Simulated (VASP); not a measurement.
# BeS (F-43m) in VASP: a series of runs

Runs on BeS. Level: PBEsol. Tasks: single point.

Program: VASP 6.6.1. These are calculated values, not measurements. Logs are shortened: lines on timing, memory, paths and dates and some standing lists are left out, and cuts for length are marked.

**1. The cell of the first run**

The structure is cubic, space group F-43m (No. 216). Conventional cell: a = 4.805 Å, b = 4.805 Å, c = 4.805 Å, α = 90.00°, β = 90.00°, γ = 90.00°. Within 2.8 Å of Be (site symmetry -43m) lie 4 S at 2.08 Å. Within 2.8 Å of S (site symmetry -43m) lie 4 Be at 2.08 Å.

**2. Single point, PBEsol**

Contents of INCAR:

```
PREC = Accurate ; ENCUT = 520
EDIFF = 1E-6 ; ISMEAR = -1
SIGMA = 0.01 ; LREAL = F
LASPH = T ; NELM = 80
ALGO = Normal ; ISIF = 2
LWAVE = F ; LCHARG = F
GGA = PS ; NBANDS = 11
```

Contents of KPOINTS:

```
Automatic mesh
0
Gamma
  8 8 8
```

Contents of POSCAR:

```
BeS
1.0
    0.0000000000      2.4026461606      2.4026461606
    2.4026461606      0.0000000000      2.4026461606
    2.4026461606      2.4026461606      0.0000000000
Be S
1 1
Direct
    0.0000000000      0.0000000000      0.0000000000
    0.2500000000      0.2500000000      0.2500000000
```

Potentials or basis: VASP PAW PBE potentials, release 64 (Be, S).

Command:

```console
cat potpaw_PBE.64/Be/POTCAR potpaw_PBE.64/S/POTCAR > POTCAR
mpirun -np 1 vasp_std > vasp.out
```

OUTCAR:

```text
PREC = Accurate
   ENCUT = 520
   EDIFF = 1E-6
   ISMEAR = -1
   LREAL = F
   LASPH = T
   NELM = 80
   ISIF = 2
   GGA = PS

 ion  position               nearest neighbor table
   1  0.000  0.000  0.000-   2 2.08   2 2.08   2 2.08   2 2.08
   2  0.250  0.250  0.250-   1 2.08   1 2.08   1 2.08   1 2.08

  LATTYP: Found a face centered cubic cell.
 ALAT       =     4.8052923212

  Lattice vectors:

 A1 = (   0.0000000000,   2.4026461606,   2.4026461606)
 A2 = (   2.4026461606,   0.0000000000,   2.4026461606)
 A3 = (   2.4026461606,   2.4026461606,   0.0000000000)

Analysis of symmetry for initial positions (statically):
=====================================================================
 Subroutine PRICEL returns:
 Original cell was already a primitive cell.

 Routine SETGRP: Setting up the symmetry group for a
 face centered cubic supercell.

 Subroutine GETGRP returns: Found 24 space group operations
 (whereof 24 operations were pure point group operations)
 out of a pool of 48 trial point group operations.

The static configuration has the point symmetry T_d .

Analysis of symmetry for dynamics (positions and initial velocities):
=====================================================================
 Subroutine PRICEL returns:
 Original cell was already a primitive cell.

 Routine SETGRP: Setting up the symmetry group for a
 face centered cubic supercell.

 Subroutine GETGRP returns: Found 24 space group operations
 (whereof 24 operations were pure point group operations)
 out of a pool of 48 trial point group operations.

The dynamic configuration has the point symmetry T_d .

 Subroutine INISYM returns: Found 24 space group operations
 (whereof 24 operations are pure point group operations),
 and found     1 'primitive' translations

----------------------------------------------------------------------------------------

                                     Primitive cell

  volume of cell :      27.7396

  direct lattice vectors                    reciprocal lattice vectors
     0.000000000  2.402646161  2.402646161    -0.208103885  0.208103885  0.208103885
     2.402646161  0.000000000  2.402646161     0.208103885 -0.208103885  0.208103885
     2.402646161  2.402646161  0.000000000     0.208103885  0.208103885 -0.208103885

  length of vectors
     3.397854786  3.397854786  3.397854786     0.360446502  0.360446502  0.360446502

  position of ions in fractional coordinates (direct lattice)
     0.000000000  0.000000000  0.000000000
     0.250000000  0.250000000  0.250000000

  ion indices of the primitive-cell ions
   primitive index   ion index
                 1           1
                 2           2

----------------------------------------------------------------------------------------

 KPOINTS: Automatic mesh

Automatic generation of k-mesh.
 Grid dimensions read from file:
 generate k-points for:    8    8    8

 Generating k-lattice:

  Cartesian coordinates                     Fractional coordinates (reciprocal lattice)
    -0.026012986  0.026012986  0.026012986     0.125000000  0.000000000  0.000000000
     0.026012986 -0.026012986  0.026012986     0.000000000  0.125000000  0.000000000
     0.026012986  0.026012986 -0.026012986     0.000000000  0.000000000  0.125000000

  Length of vectors
     0.045055813  0.045055813  0.045055813

  Shift w.r.t. Gamma in fractional coordinates (k-lattice)
     0.000000000  0.000000000  0.000000000

 Subroutine IBZKPT returns following result:
 ===========================================

 Found     29 irreducible k-points:

 Following reciprocal coordinates:
            Coordinates               Weight
  0.000000  0.000000  0.000000      1.000000
  0.125000  0.000000  0.000000      8.000000
  0.250000  0.000000  0.000000      8.000000
  0.375000  0.000000  0.000000      8.000000
  0.500000  0.000000  0.000000      4.000000
  0.125000  0.125000  0.000000      6.000000
[... 16 lines left out ...]
  0.500000  0.250000  0.125000     48.000000
 -0.375000  0.250000  0.125000     24.000000
 [... further k-points ...]
   k-points           NKPTS =     29   k-points in BZ     NKDIM =     29   number of bands    NBANDS=     11
   number of dos      NEDOS =    301   number of ions     NIONS =      2
   total plane-waves  NPLWV =  21952
   dimension x,y,z NGX =    28 NGY =   28 NGZ =   28
   dimension x,y,z NGXF=    56 NGYF=   56 NGZF=   56
   ions per type =               1   1
   NGX,Y,Z   is equivalent  to a cutoff of  13.70, 13.70, 13.70 a.u.
   NGXF,Y,Z  is equivalent  to a cutoff of  27.40, 27.40, 27.40 a.u.
 SYSTEM =  unknown system
   PREC   = accura    normal or accurate (medium, high low for compatibility)
   ISTART =      0    job   : 0-new  1-cont  2-samecut
   ICHARG =      2    charge: 1-file 2-atom 10-const
   ISPIN  =      1    spin polarized calculation?
   LNONCOLLINEAR =      F non collinear calculations
   LSORBIT =      F    spin-orbit coupling
   LASPH  =      T    aspherical Exc in radial PAW
   ENCUT  =  520.0 eV  38.22 Ry    6.18 a.u.   6.32  6.32  6.32*2*pi/ulx,y,z
   NELM   =     80;   NELMIN=  2; NELMDL= -5     # of ELM steps
   EDIFF  = 0.1E-05   stopping-criterion for ELM
   LREAL  =      F    real-space projection
   EDIFFG = 0.1E-04   stopping-criterion for IOM
   NSW    =      0    number of steps for IOM
   IBRION =     -1    ionic relax: 0-MD 1-quasi-New 2-CG
   NFREE  =      0    steps in history (QN), initial steepest desc. (CG)
   ISIF   =      2    stress and relaxation
   ISYM   =      2    0-nonsym 1-usesym 2-fastsym
   POTIM  = 0.5000    time-step for ionic-motion
   TEBEG  =    0.0;   TEEND  =   0.0 temperature during run
   PSTRESS=    0.0 pullay stress
   NELECT =       8.0000    total number of electrons
   NUPDOWN=      -1.0000    fix difference up-down
   EMIN   =  10.00;   EMAX   =-10.00  energy-range for DOS
   EFERMI =   0.00;   METHOD = LEGACY
   ISMEAR =    -1;   SIGMA  =   0.01  broadening in eV -4-tet -1-fermi 0-gaus
   EFERMI_NEDOS =   21; number of points for ismear=-14 and -15
   IALGO  =     38    algorithm
   IMIX   =      4    mixing-type and parameters
     AMIX     =   0.40;   BMIX     =  1.00
     AMIX_MAG =   1.60;   BMIX_MAG =  1.00
  volume/ion in A,a.u.               =      13.87        93.60
  Fermi-wavevector in a.u.,A,eV,Ry     =   1.081612  2.043951 15.917258  1.169885
  Thomas-Fermi vector in A             =   2.217633
   LORBIT       =      0    0 simple, 1 ext, 2 COOP (PROOUT), +10 PAW based schemes
   GGA     = PS    functional components
   LHFCALC =     F    Hartree Fock is set to
   AEXX    =    0.0000 exact exchange contribution
   IVDW    =     0    specifies the selected vdW correction
   LEPSILON=     F    determine dielectric tensor
   LRPA    =     F    only Hartree local field effects (RPA)
 non-spin polarized calculation
  energy-cutoff  :      520.00
  volume of cell :       27.74
 maximum number of plane-waves:       757
 NGX is ok and might be reduce to    28
   NGX = 13   NGY = 13   NGZ = 13

 number of electron       8.0000001 magnetization

 Free energy of the ion-electron system (eV)
  ---------------------------------------------------
  ext. energy  EPLUGINS =         0.00000000
  ---------------------------------------------------
  free energy    TOTEN  =       -10.55979621 eV

  energy without entropy =      -10.55979621  energy(sigma->0) =      -10.55979621

 E-fermi :   4.6968     XC(G=0): -10.0149

 val. band max:        4.4366346031   @ k =   0.0000   0.0000   0.0000
 cond. band min:       7.3004845585   @ k =   0.5000   0.5000   0.0000
 fundamental gap:      2.8638499554
 Fermi energy:         4.6968452922

 k-point     1 :       0.0000    0.0000    0.0000
  band No.  band energies     occupation
      1      -9.4725      2.00000
      2       4.4366      2.00000
      3       4.4366      2.00000
      4       4.4366      2.00000
      5      10.0323      0.00000
      6      10.0323      0.00000
      7      10.0323      0.00000
      8      10.3775      0.00000
      9      17.2871      0.00000
     10      17.2871      0.00000
     11      19.3274      0.00000

 k-point     2 :       0.1250    0.0000    0.0000
  band No.  band energies     occupation
      1      -9.2867      2.00000
      2       3.1793      2.00000
      3       4.2252      2.00000
      4       4.2252      2.00000
      5       9.9984      0.00000
      6      10.4045      0.00000
      7      10.4045      0.00000
      8      11.6795      0.00000
      9      16.5441      0.00000
     10      16.5441      0.00000
     11      19.0752      0.00000

 k-point     3 :       0.2500    0.0000    0.0000
  band No.  band energies     occupation
      1      -8.7721      2.00000
      2       0.9897      2.00000
      3       3.8079      2.00000
      4       3.8079      2.00000
      5       9.9697      0.00000
      6      10.9580      0.00000
      7      10.9580      0.00000
      8      13.7954      0.00000
      9      16.2942      0.00000
     10      16.2942      0.00000
     11      18.6130      0.00000

 k-point     4 :       0.3750    0.0000    0.0000
  band No.  band energies     occupation
      1      -8.1102      2.00000
      2      -0.8489      2.00000
      3       3.4748      2.00000
      4       3.4748      2.00000
      5       9.9332      0.00000
      6      10.9989      0.00000
      7      10.9989      0.00000
      8      15.1902      0.00000
      9      17.7142      0.00000
     10      17.7142      0.00000
     11      18.9091      0.00000
[... 239 lines left out ...]
 k-point    22 :       0.3750    0.2500    0.1250
  band No.  band energies     occupation
      1      -8.3500      2.00000
      2       0.7611      2.00000
      3       2.1765      2.00000
      4       3.2585      2.00000
      5       9.8676      0.00000
      6      11.6896      0.00000
      7      11.9247      0.00000
      8      13.0336      0.00000
      9      16.1087      0.00000
     10      18.9472      0.00000
     11      20.5039      0.00000

 k-point    23 :       0.5000    0.2500    0.1250
  band No.  band energies     occupation
      1      -7.7647      2.00000
      2      -0.4641      2.00000
      3       1.6286      2.00000
      4       2.7582      2.00000
      5      10.3282      0.00000
      6      11.2029      0.00000
      7      12.9488      0.00000
      8      13.7460      0.00000
      9      17.1359      0.00000
     10      18.9449      0.00000
     11      21.0954      0.00000

 k-point    24 :      -0.3750    0.2500    0.1250
  band No.  band energies     occupation
      1      -7.4662      2.00000
      2      -1.0553      2.00000
      3       1.5370      2.00000
      4       2.4972      2.00000
      5      10.3906      0.00000
      6      11.0059      0.00000
      7      13.6487      0.00000
      8      14.9859      0.00000
      9      15.9059      0.00000
     10      19.9057      0.00000
     11      20.5188      0.00000

 [... further k-points ...]
[... 5 lines left out ...]
  --------------------------------------------------------------------------------------
  -------------------------------------------------------------------------------------
  Total        0.3848195      0.3848195      0.3848195     -0.0000000      0.0000000     -0.0000000
  in kB       22.2263502     22.2263502     22.2263502     -0.0000000      0.0000000     -0.0000000
  external PRESSURE =      22.2263502 kB  Pullay stress =       0.0000000 kB

 VOLUME and BASIS-vectors are now :
 -----------------------------------------------------------------------------
  energy-cutoff  :      520.00
  volume of cell :       27.74
      direct lattice vectors                 reciprocal lattice vectors
     0.000000000  2.402646161  2.402646161    -0.208103885  0.208103885  0.208103885
     2.402646161  0.000000000  2.402646161     0.208103885 -0.208103885  0.208103885
     2.402646161  2.402646161  0.000000000     0.208103885  0.208103885 -0.208103885

 POSITION                                       TOTAL-FORCE (eV/Angst)
 -----------------------------------------------------------------------------------
      0.00000      0.00000      0.00000         0.000000      0.000000      0.000000
      1.20132      1.20132      1.20132        -0.000000     -0.000000     -0.000000
 -----------------------------------------------------------------------------------
    total drift:                                0.000000      0.000000      0.000000

  FREE ENERGIE OF THE ION-ELECTRON SYSTEM (eV)
  ---------------------------------------------------
  free  energy   TOTEN  =       -10.5597962101 eV

  energy  without entropy=      -10.5597962101  energy(sigma->0) =      -10.55979621
```

Run time: 11 s. Hardware: 1 thread of AMD EPYC 7R43 (Zen 3), shared host; peak memory 0.11 GiB.

What came out:

```
Free energy            : -10.5598 eV
Pressure               : 2.2 GPa
Band gap on the k mesh : 2.86 eV, indirect (least direct gap 5.60 eV)
```

Caveat: the PAW data sets were made with another functional, which shifts forces and pressure a little. A k mesh can miss the band edges.

**3. Single point, PBEsol**

This run uses another cell than the first one, of 14.15 Å³/atom, 1.020 times its volume.

Contents of INCAR:

```
SYSTEM = BeS
ALGO     = Normal         ! electronic algorithm
EDIFF    = 1E-7           ! SCF threshold, eV
ENCUT    = 520            ! plane-wave cutoff, eV
GGA      = PS             ! functional
ISIF     = 2              ! what is computed and relaxed
ISMEAR   = -1             ! smearing method
LASPH    = .True.         ! aspherical terms in the spheres
LCHARG   = .False.        ! write CHGCAR
LREAL    = .False.        ! projectors in reciprocal space
LWAVE    = .False.        ! write WAVECAR
NBANDS   = 11             ! bands
NELM     = 80             ! most SCF steps
PREC     = Accurate       ! precision mode
SIGMA    = 0.01           ! smearing width, eV
```

Contents of KPOINTS:

```
k-points
0
Gamma
  8 8 8
  0 0 0
```

Contents of POSCAR:

```
BeS
1.0
    0.0000000000      2.4188807488      2.4188807488
    2.4188807488      0.0000000000      2.4188807488
    2.4188807488      2.4188807488      0.0000000000
Be S
1 1
Direct
    0.0000000000      0.0000000000      0.0000000000
    0.2500000000      0.2500000000      0.2500000000
```

Potentials or basis: VASP PAW PBE potentials, release 64 (Be, S).

Command:

```console
cat potpaw_PBE.64/Be/POTCAR potpaw_PBE.64/S/POTCAR > POTCAR
mpirun -np 1 vasp_std > vasp.out
```

Wall time 12 s (1 thread of AMD EPYC 7R43 (Zen 3), shared host); peak memory 0.12 GiB.

The run converged. Its results:

- Free energy: -10.5641 eV
- Pressure: 0.2 GPa
- Band gap on the k mesh: 2.91 eV, indirect (least direct gap 5.61 eV)

Levels at points of the mesh, in eV from the valence-band top:
```tsv
k point	band 2	band 3	band 4	band 5	band 6	band 7
(0.00, 0.00, 0.00)	0.00	0.00	0.00	5.61	5.61	5.61
(0.50, 0.00, 0.00)	-5.91	-1.05	-1.05	5.41	6.48	6.48
(0.50, 0.50, 0.00)	-5.11	-2.70	-2.70	2.91	4.80	12.81
```

Caveat: the PAW data sets were made with another functional, which shifts forces and pressure a little.

**4. Single point, PBEsol**

This run uses another cell than the first one, of 14.44 Å³/atom, 1.041 times its volume.

Contents of INCAR:

```
SYSTEM = BeS
PREC = Accurate ; ENCUT = 520
EDIFF = 1E-7 ; ISMEAR = -1
SIGMA = 0.01 ; LREAL = .False.
LASPH = .True. ; NELM = 60
ALGO = Normal ; ISIF = 2
LWAVE = .False. ; LCHARG = .False.
GGA = PS ; NBANDS = 11
```

Contents of KPOINTS:

```
Automatic mesh
0
Gamma
  8 8 8
  0 0 0
```

Contents of POSCAR:

```
BeS
1.0
    0.0000000000      2.4349002934      2.4349002934
    2.4349002934      0.0000000000      2.4349002934
    2.4349002934      2.4349002934      0.0000000000
Be S
1 1
Direct
    0.0000000000      0.0000000000      0.0000000000
    0.2500000000      0.2500000000      0.2500000000
```

Command:

```console
cat potpaw_PBE.64/Be/POTCAR potpaw_PBE.64/S/POTCAR > POTCAR
mpirun -np 1 vasp_std > vasp.out
```

Wall time 10 s (1 thread of AMD EPYC 7R43 (Zen 3), shared host); peak memory 0.11 GiB.

It converged, with:

- Free energy: -10.5615 eV
- Pressure: -1.7 GPa
- Band gap on the k mesh: 2.95 eV, indirect (least direct gap 5.59 eV)

Levels at points of the mesh, in eV from the valence-band top:
```tsv
k point	band 2	band 3	band 4	band 5	band 6	band 7
(0.00, 0.00, 0.00)	0.00	0.00	0.00	5.60	5.62	5.62
(0.50, 0.00, 0.00)	-5.79	-1.03	-1.03	5.33	6.48	6.48
(0.50, 0.50, 0.00)	-5.01	-2.63	-2.63	2.95	4.82	12.65
```

Caveat: the PAW data sets were made with another functional, which shifts forces and pressure a little. A k mesh can miss the band edges.

**5. Overview**

```csv
cell,gap on the mesh (eV),pressure (GPa)
"a = 3.398 Å, angles 60.0°, 2 atoms",2.86,2.2
"a = 3.421 Å, angles 60.0°, 2 atoms",2.91,0.2
"a = 3.443 Å, angles 60.0°, 2 atoms",2.95,-1.7
```

Alike in all rows: task single point; level PBEsol; potentials or basis VASP PAW PBE potentials, release 64 (Be, S); no spin polarisation; k mesh 8 × 8 × 8; cutoff (eV) 520; smearing fermi-dirac 0.01 eV.

Caveats: the PAW data sets were made with another functional, which shifts forces and pressure a little.

Absolute energies hang on the potentials; compare differences alone.
